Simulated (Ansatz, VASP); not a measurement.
# Two plane-wave programs on Tl

```
Tl
1.0
    -0.04842    2.42097    2.28782
     2.37255    0.00000    2.23940
     2.42097    2.42097   -0.04842
Tl
1
Direct
  0.00000 0.00000 0.00000
```

Change from the starting cell: engineering shear strain xz -0.0400, normal strain along z -0.0550.

Alike in both runs: task single point; functional PBEsol; k mesh 16 × 16 × 16; occupations gaussian, width 0.15 eV; no spin polarisation.

|  | VASP | Ansatz |
| --- | --- | --- |
| version | VASP 6.6.1 | Ansatz 0.2.0 |
| potentials or method | VASP PAW PBE potentials, release 64 (Tl_d), cutoff 520 eV | scalar-relativistic, plane waves, PAW |
| valence electrons in the cell | 13 | 13 |

|  | VASP | Ansatz | Ansatz less VASP |
| --- | --- | --- | --- |
| gap on the k mesh at the Fermi level (eV) | none | none | - |
| pressure (GPa) | 2.4 | 2.5 | +0.07 |
| traceless stress, the component that is largest in VASP (GPa) | 0.61 | 0.61 | -0.001 |

VASP's potentials were made for PBE, not for PBEsol. A gap of «none» marks a metal or a gap that the smearing closes. With one functional, cell and mesh, what is left measures potentials, basis and numerics.

Spin-orbit coupling is off throughout.
